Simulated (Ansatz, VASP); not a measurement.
Given: the input of a run of Ansatz 0.2.0 on BN.

input.yaml

```yaml
crystal:
  lattice:
    - [0.0, 3.49531583, 2.16609124]
    - [1.2516321, 0.0, 2.16609124]
    - [1.2516321, 3.49531583, 0.0]
  atoms:
    - { symbol: "N", position: [0.66665134, 0.66665134, 0.33334866] }
    - { symbol: B, position: [4.865e-05, 4.865e-05, 0.99995135] }
kpoints:
  mp_grid: { grid: [13, 13, 13] }
scf:
  occupations: { method: fermi_dirac, width: 0.05 }
hamiltonian:
  xc: pbesol
  pseudopotentials: { kind: all_electron, lapw: { basis_error: 0.001 } }
output:
  forces: true
  stress: true
  eigenvalues: true
```

Potentials or basis: all-electron LAPW, scalar-relativistic.

Run with:

```bash
$ ansatz run input.yaml --threads 1 --pin off --max-ram 3072MiB --backend cpu --events-out ev --progress --plain --runs-dir out
```

**Question.** Translate it to VASP 6.6.1. Potentials there: VASP PAW PBE potentials, release 64 (N, B).

**Answer.** As run (the cutoff follows the program's own potentials):

INCAR

```
PREC = Accurate ; ENCUT = 520
EDIFF = 1E-6 ; ISMEAR = -1
SIGMA = 0.05 ; LREAL = F
LASPH = T ; NELM = 80
ALGO = Normal ; ISIF = 2
LWAVE = F ; LCHARG = T
GGA = PS ; LELF = T
LVHAR = T ; NBANDS = 11
```

Contents of KPOINTS:

```
Automatic mesh
0
Gamma
  13 13 13
```

Contents of POSCAR:

```
BN
1.0
    0.0000000000      3.4953158300      2.1660912400
    1.2516321000      0.0000000000      2.1660912400
    1.2516321000      3.4953158300      0.0000000000
N B
1 1
Direct
    0.6666513400      0.6666513400      0.3333486600
    0.0000486500      0.0000486500      0.9999513500
```

Potentials or basis: VASP PAW PBE potentials, release 64 (N, B).

The run is started by

```console
$ cat potpaw_PBE.64/N/POTCAR potpaw_PBE.64/B/POTCAR > POTCAR
$ mpirun -np 1 vasp_std > vasp.out
```

Both were run:

|  | VASP | Ansatz | Ansatz less VASP |
| --- | --- | --- | --- |
| gap on the k mesh at the Fermi level (eV) | 3.79 | 3.80 | +0.005 |
| least direct gap on the mesh (eV) | 4.59 | 4.59 | +0.005 |
| pressure (GPa) | 0.9 | 0.5 | -0.31 |
| traceless stress, the component that is largest in VASP (GPa) | -0.78 | -0.32 | +0.458 |
| rms of the force components (eV/Å) | 0.006 | 0.006 | -0.0001 |

VASP's potentials were made for PBE, not for PBEsol. Atom by atom the forces differ by 0.000 eV/Å (rms over components). Ansatz ran all-electron here, and VASP with PAW potentials.
